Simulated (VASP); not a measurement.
# Tl (P6_3/mmc) in VASP: notebook

The runs below take Tl through single point, with PBE.

Everything below comes from runs of VASP 6.6.1. Logs are shortened: lines on timing, memory, paths and dates and some standing lists are left out, and cuts for length are marked.

## 1. The cell of the first run

The structure is hexagonal, space group P6_3/mmc (No. 194). Conventional cell: a = 3.501 Å, b = 3.501 Å, c = 11.296 Å, α = 90.00°, β = 90.00°, γ = 120.00°. Within 4.6 Å of Tl (site symmetry -3m) lie 12 Tl at 3.47 to 3.50 Å. Tl (site symmetry -6m2) has 12 Tl at 3.47 to 3.50 Å within 4.6 Å.

## 2. Single point, PBE (29.97 Å³/atom)

Input file INCAR:

```
SYSTEM = Tl
PREC     = Accurate       ! precision mode
ENCUT    = 520            ! plane-wave cutoff, eV
EDIFF    = 1E-7           ! SCF threshold, eV
ISMEAR   = -1             ! smearing method
SIGMA    = 0.1            ! smearing width, eV
LREAL    = .False.        ! projectors in reciprocal space
LASPH    = .True.         ! aspherical terms in the spheres
NELM     = 80             ! most SCF steps
ALGO     = Normal         ! electronic algorithm
ISIF     = 2              ! what is computed and relaxed
LWAVE    = .False.        ! write WAVECAR
LCHARG   = .False.        ! write CHGCAR
GGA      = PE             ! functional
NBANDS   = 34             ! bands
```

Input file KPOINTS:

```
Automatic mesh
0
Gamma
  12 12 3
  0 0 0
```

Input file POSCAR:

```
Tl
1.0
    3.5007790515      0.0000000000      0.0000000000
   -1.7503895257      3.0317635916      0.0000000000
    0.0000000000      0.0000000000     11.2964635798
Tl
4
Direct
    1.0000000000      0.0000000000      1.0000000000
    1.0000000000      1.0000000000      0.5000000000
    0.3333333333      0.6666666667      0.2500000000
    0.6666666667      0.3333333333      0.7500000000
```

Potentials or basis: VASP PAW PBE potentials, release 64 (Tl_d).

Run with:

```
$ cat potpaw_PBE.64/Tl_d/POTCAR > POTCAR
$ mpirun -np 1 vasp_std > vasp.out
```

OUTCAR:

```text
SYSTEM = Tl
   PREC = Accurate
   ENCUT = 520
   EDIFF = 1E-7
   ISMEAR = -1
   LREAL = .False.
   LASPH = .True.
   NELM = 80
   ISIF = 2
   GGA = PE

 ion  position               nearest neighbor table
   1  0.000  0.000  0.000-   3 3.47   4 3.47   3 3.47   4 3.47   4 3.47   3 3.47
   2  0.000  0.000  0.500-   3 3.47   4 3.47   3 3.47   4 3.47   4 3.47   3 3.47
   3  0.333  0.667  0.250-   1 3.47   2 3.47   1 3.47   2 3.47   1 3.47   2 3.47
   4  0.667  0.333  0.750-   1 3.47   2 3.47   1 3.47   2 3.47   1 3.47   2 3.47

  LATTYP: Found a hexagonal cell.
 ALAT       =     3.5007790515
 C/A-ratio  =     3.2268427723

  Lattice vectors:

 A1 = (   3.5007790515,   0.0000000000,   0.0000000000)
 A2 = (  -1.7503895257,   3.0317635916,   0.0000000000)
 A3 = (   0.0000000000,   0.0000000000,  11.2964635798)

Analysis of symmetry for initial positions (statically):
=====================================================================
 Subroutine PRICEL returns:
 Original cell was already a primitive cell.

 Routine SETGRP: Setting up the symmetry group for a
 hexagonal supercell.

 Subroutine GETGRP returns: Found 24 space group operations
 (whereof 12 operations were pure point group operations)
 out of a pool of 24 trial point group operations.

The static configuration has the point symmetry D_3d.
 The point group associated with its full space group is D_6h.

Analysis of symmetry for dynamics (positions and initial velocities):
=====================================================================
 Subroutine PRICEL returns:
 Original cell was already a primitive cell.

 Routine SETGRP: Setting up the symmetry group for a
 hexagonal supercell.

 Subroutine GETGRP returns: Found 24 space group operations
 (whereof 12 operations were pure point group operations)
 out of a pool of 24 trial point group operations.

The dynamic configuration has the point symmetry D_3d.
 The point group associated with its full space group is D_6h.

 Subroutine INISYM returns: Found 24 space group operations
 (whereof 12 operations are pure point group operations),
 and found     1 'primitive' translations

----------------------------------------------------------------------------------------

                                     Primitive cell

  volume of cell :     119.8954

  direct lattice vectors                    reciprocal lattice vectors
     3.500779051  0.000000000  0.000000000     0.285650704  0.164920511  0.000000000
    -1.750389526  3.031763592  0.000000000     0.000000000  0.329841022  0.000000000
     0.000000000  0.000000000 11.296463580     0.000000000  0.000000000  0.088523279

  length of vectors
     3.500779051  3.500779051 11.296463580     0.329841021  0.329841022  0.088523279

  position of ions in fractional coordinates (direct lattice)
     0.000000000  0.000000000  0.000000000
     0.000000000  0.000000000  0.500000000
     0.333333333  0.666666667  0.250000000
     0.666666667  0.333333333  0.750000000

  ion indices of the primitive-cell ions
   primitive index   ion index
                 1           1
                 2           2
                 3           3
                 4           4

----------------------------------------------------------------------------------------

 KPOINTS: Automatic mesh

Automatic generation of k-mesh.
 Grid dimensions read from file:
 generate k-points for:   12   12    3

 Generating k-lattice:

  Cartesian coordinates                     Fractional coordinates (reciprocal lattice)
     0.023804225  0.013743376  0.000000000     0.083333333 -0.000000000  0.000000000
     0.000000000  0.027486752  0.000000000     0.000000000  0.083333333  0.000000000
     0.000000000  0.000000000  0.029507760     0.000000000  0.000000000  0.333333333

  Length of vectors
     0.027486752  0.027486752  0.029507760

  Shift w.r.t. Gamma in fractional coordinates (k-lattice)
     0.000000000  0.000000000  0.000000000

 Subroutine IBZKPT returns following result:
 ===========================================

 Found     38 irreducible k-points:

 Following reciprocal coordinates:
            Coordinates               Weight
  0.000000  0.000000  0.000000      1.000000
  0.083333  0.000000  0.000000      6.000000
  0.166667  0.000000  0.000000      6.000000
  0.250000  0.000000  0.000000      6.000000
  0.333333  0.000000  0.000000      6.000000
  0.416667 -0.000000  0.000000      6.000000
[... 16 lines left out ...]
  0.250000  0.000000  0.333333     12.000000
  0.333333  0.000000  0.333333     12.000000
 [... further k-points ...]
   k-points           NKPTS =     38   k-points in BZ     NKDIM =     38   number of bands    NBANDS=     34
   number of dos      NEDOS =    301   number of ions     NIONS =      4
   total plane-waves  NPLWV =  65856
   dimension x,y,z NGX =    28 NGY =   28 NGZ =   84
   dimension x,y,z NGXF=    56 NGYF=   56 NGZF=  168
   ions per type =               4
   NGX,Y,Z   is equivalent  to a cutoff of  13.30, 13.30, 12.36 a.u.
   NGXF,Y,Z  is equivalent  to a cutoff of  26.59, 26.59, 24.72 a.u.
 SYSTEM =  Tl
   PREC   = accura    normal or accurate (medium, high low for compatibility)
   ISTART =      0    job   : 0-new  1-cont  2-samecut
   ICHARG =      2    charge: 1-file 2-atom 10-const
   ISPIN  =      1    spin polarized calculation?
   LNONCOLLINEAR =      F non collinear calculations
   LSORBIT =      F    spin-orbit coupling
   LASPH  =      T    aspherical Exc in radial PAW
   ENCUT  =  520.0 eV  38.22 Ry    6.18 a.u.   6.51  6.51 21.00*2*pi/ulx,y,z
   NELM   =     80;   NELMIN=  2; NELMDL= -5     # of ELM steps
   EDIFF  = 0.1E-06   stopping-criterion for ELM
   LREAL  =      F    real-space projection
   EDIFFG = 0.1E-05   stopping-criterion for IOM
   NSW    =      0    number of steps for IOM
   IBRION =     -1    ionic relax: 0-MD 1-quasi-New 2-CG
   NFREE  =      0    steps in history (QN), initial steepest desc. (CG)
   ISIF   =      2    stress and relaxation
   ISYM   =      2    0-nonsym 1-usesym 2-fastsym
   POTIM  = 0.5000    time-step for ionic-motion
   TEBEG  =    0.0;   TEEND  =   0.0 temperature during run
   PSTRESS=    0.0 pullay stress
   NELECT =      52.0000    total number of electrons
   NUPDOWN=      -1.0000    fix difference up-down
   EMIN   =  10.00;   EMAX   =-10.00  energy-range for DOS
   EFERMI =   0.00;   METHOD = LEGACY
   ISMEAR =    -1;   SIGMA  =   0.10  broadening in eV -4-tet -1-fermi 0-gaus
   EFERMI_NEDOS =   21; number of points for ismear=-14 and -15
   IALGO  =     38    algorithm
   IMIX   =      4    mixing-type and parameters
     AMIX     =   0.40;   BMIX     =  1.00
     AMIX_MAG =   1.60;   BMIX_MAG =  1.00
  volume/ion in A,a.u.               =      29.97       202.27
  Fermi-wavevector in a.u.,A,eV,Ry     =   1.239201  2.341750 20.893367  1.535619
  Thomas-Fermi vector in A             =   2.373694
   LORBIT       =      0    0 simple, 1 ext, 2 COOP (PROOUT), +10 PAW based schemes
   GGA     = PE    functional components
   LHFCALC =     F    Hartree Fock is set to
   AEXX    =    0.0000 exact exchange contribution
   IVDW    =     0    specifies the selected vdW correction
   LEPSILON=     F    determine dielectric tensor
   LRPA    =     F    only Hartree local field effects (RPA)
 non-spin polarized calculation
  energy-cutoff  :      520.00
  volume of cell :      119.90
 maximum number of plane-waves:      3283
 NGX is ok and might be reduce to    28
   NGX = 13   NGY = 13   NGZ = 43

 number of electron      52.0000011 magnetization

 Free energy of the ion-electron system (eV)
  ---------------------------------------------------
  ext. energy  EPLUGINS =         0.00000000
  ---------------------------------------------------
  free energy    TOTEN  =        -8.86700453 eV

  energy without entropy =       -8.78534346  energy(sigma->0) =       -8.82617399

 E-fermi :   6.0527     XC(G=0):  -9.9579

 val. band max:        6.0502727210   @ k =   0.4167   0.0833   0.3333
 cond. band min:       6.0840357535   @ k =   0.2500   0.1667   0.3333
 fundamental gap:      0.0337630325
 Fermi energy:         6.0527147513

 k-point     1 :       0.0000    0.0000    0.0000
  band No.  band energies     occupation
      1      -5.6239      2.00000
      2      -5.5190      2.00000
      3      -5.5103      2.00000
      4      -5.4637      2.00000
      5      -5.4637      2.00000
      6      -5.4497      2.00000
[... 26 lines left out ...]
     33      14.7909      0.00000
     34      15.8472      0.00000

 k-point     2 :       0.0833    0.0000    0.0000
  band No.  band energies     occupation
      1      -5.6018      2.00000
      2      -5.5110      2.00000
      3      -5.5071      2.00000
      4      -5.4675      2.00000
      5      -5.4565      2.00000
      6      -5.4440      2.00000
[... 26 lines left out ...]
     33      14.4349      0.00000
     34      14.8982      0.00000

 k-point     3 :       0.1667    0.0000    0.0000
  band No.  band energies     occupation
      1      -5.5851      2.00000
      2      -5.5285      2.00000
      3      -5.5196      2.00000
      4      -5.4554      2.00000
      5      -5.4528      2.00000
      6      -5.4386      2.00000
[... 26 lines left out ...]
     33      13.6405      0.00000
     34      13.6522      0.00000

 k-point     4 :       0.2500    0.0000    0.0000
  band No.  band energies     occupation
      1      -5.6338      2.00000
      2      -5.5634      2.00000
      3      -5.5579      2.00000
      4      -5.4981      2.00000
      5      -5.4850      2.00000
      6      -5.4018      2.00000
[... 26 lines left out ...]
     33      12.8088      0.00000
     34      12.8207      0.00000

 k-point     5 :       0.3333    0.0000    0.0000
  band No.  band energies     occupation
      1      -5.6928      2.00000
      2      -5.6053      2.00000
      3      -5.6043      2.00000
      4      -5.5731      2.00000
      5      -5.5386      2.00000
      6      -5.4368      2.00000
[... 621 lines left out ...]
 k-point    22 :       0.1667    0.0000    0.3333
  band No.  band energies     occupation
      1      -5.5774      2.00000
      2      -5.5555      2.00000
      3      -5.4958      2.00000
      4      -5.4700      2.00000
      5      -5.4429      2.00000
      6      -5.4289      2.00000
[... 26 lines left out ...]
     33      12.9103      0.00000
     34      14.5799      0.00000

 k-point    23 :       0.2500    0.0000    0.3333
  band No.  band energies     occupation
      1      -5.6262      2.00000
      2      -5.5987      2.00000
      3      -5.5254      2.00000
      4      -5.4872      2.00000
      5      -5.4626      2.00000
      6      -5.4250      2.00000
[... 26 lines left out ...]
     33      12.7413      0.00000
     34      13.8176      0.00000

 k-point    24 :       0.3333    0.0000    0.3333
  band No.  band energies     occupation
      1      -5.6809      2.00000
      2      -5.6436      2.00000
      3      -5.5720      2.00000
      4      -5.5424      2.00000
      5      -5.5238      2.00000
      6      -5.4772      2.00000
[... 26 lines left out ...]
     33      12.3523      0.00000
     34      13.1507      0.00000

 [... further k-points ...]
[... 5 lines left out ...]
  --------------------------------------------------------------------------------------
  -------------------------------------------------------------------------------------
  Total        0.9435449      0.9435449      0.8389920      0.0000000     -0.0000000      0.0000000
  in kB       12.6087084     12.6087084     11.2115555      0.0000000     -0.0000000      0.0000000
  external PRESSURE =      12.1429908 kB  Pullay stress =       0.0000000 kB

 VOLUME and BASIS-vectors are now :
 -----------------------------------------------------------------------------
  energy-cutoff  :      520.00
  volume of cell :      119.90
      direct lattice vectors                 reciprocal lattice vectors
     3.500779051  0.000000000  0.000000000     0.285650704  0.164920511  0.000000000
    -1.750389526  3.031763592  0.000000000     0.000000000  0.329841022  0.000000000
     0.000000000  0.000000000 11.296463580     0.000000000  0.000000000  0.088523279

 POSITION                                       TOTAL-FORCE (eV/Angst)
 -----------------------------------------------------------------------------------
      0.00000      0.00000      0.00000         0.000000      0.000000      0.000000
      0.00000      0.00000      5.64823         0.000000      0.000000      0.000000
     -0.00000      2.02118      2.82412         0.000000     -0.000000     -0.000000
      1.75039      1.01059      8.47235        -0.000000      0.000000      0.000000
 -----------------------------------------------------------------------------------
    total drift:                                0.000000     -0.000000      0.000000

  FREE ENERGIE OF THE ION-ELECTRON SYSTEM (eV)
  ---------------------------------------------------
  free  energy   TOTEN  =        -8.8670045282 eV

  energy  without entropy=       -8.7853434617  energy(sigma->0) =       -8.82617399
```

It took 63 s on 1 thread of Intel Xeon Platinum 8559C (Emerald Rapids), shared host; peak memory 0.29 GiB.

What came out:

- Free energy: -8.8670 eV
- Pressure: 1.2 GPa
- Band gap on the k mesh: zero (bands 26 and 27 overlap by 4.21 eV)

Stress tensor (GPa, compression positive):
```
1.26 0.00 0.00
0.00 1.26 0.00
0.00 0.00 1.12
```

Levels at points of the mesh, in eV from the Fermi level:
```csv
k point,band 22,band 23,band 24,band 25,band 26,band 27,band 28,band 29,band 30,band 31
"(0.00, 0.00, 0.00)",-8.35,-8.34,-5.18,-2.64,3.11,3.12,7.81,7.81,8.73,8.73
"(0.50, 0.00, 0.00)",-5.17,-4.69,-4.03,-2.47,-2.15,-0.26,0.20,1.89,2.84,3.90
```

Caveat: spin-orbit coupling is left out, which moves the levels of the heavy elements.

(Continued in part 2 of 2.)
